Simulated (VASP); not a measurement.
A run of VASP 6.6.1 is set up as follows.

File INCAR:

```
SYSTEM = Ge
PREC = Accurate
ENCUT = 520
EDIFF = 1E-6
ISMEAR = -1
SIGMA = 0.03
LREAL = .False.
LASPH = .True.
NELM = 60
ALGO = Normal
ISIF = 2
LWAVE = .False.
LCHARG = .False.
GGA = PE
NBANDS = 21
```

The input KPOINTS:

```
regular mesh
0
Gamma
  4 4 4
  0 0 0
```

File POSCAR:

```
Ge
1.0
    0.0000000000      2.8289100000      2.8289100000
    2.8289100000      0.0000000000      2.8289100000
    2.8289100000      2.8289100000      0.0000000000
Ge
2
Direct
    0.7500000000      0.7500000000      0.7500000000
    0.5000000000      0.5000000000      0.5000000000
```

Potentials or basis: VASP PAW PBE potentials, release 64 (Ge_d).

The run is started by

```bash
$ cat potpaw_PBE.64/Ge_d/POTCAR > POTCAR
$ mpirun -np 1 vasp_std > vasp.out
```

Problem. What does it give for the pressure?

Solution. 4.1 GPa.

Caveat: the k points lie up to 0.48 Å⁻¹ apart.
